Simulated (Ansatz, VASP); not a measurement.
Sn: VASP beside Ansatz

```
Sn
1.0
     3.43317    0.00000    0.00000
    -1.71659    2.97321    0.00000
     0.00000    0.00000    5.43239
Sn
2
Direct
  0.33333 0.66667 0.25000
  0.66667 0.33333 0.75000
```

Change from the starting cell: volume scaled by 1, PAW files.

Alike in both runs: task single point; functional PBE; k mesh 13 × 13 × 7; occupations fermi-dirac, width 0.05 eV; no spin polarisation.

```csv
,VASP,Ansatz
version,VASP 6.6.1,Ansatz 0.2.0
potentials or method,"VASP PAW PBE potentials, release 64 (Sn_d)","PAW with Ansatz's default frozen-core files, scalar-relativistic"
plane-wave cutoff (eV),520,420
valence electrons in the cell,28,28
```

|  | VASP | Ansatz | Ansatz less VASP |
| --- | --- | --- | --- |
| pressure (GPa) | 0.0 | 0.0 | +0.07 |
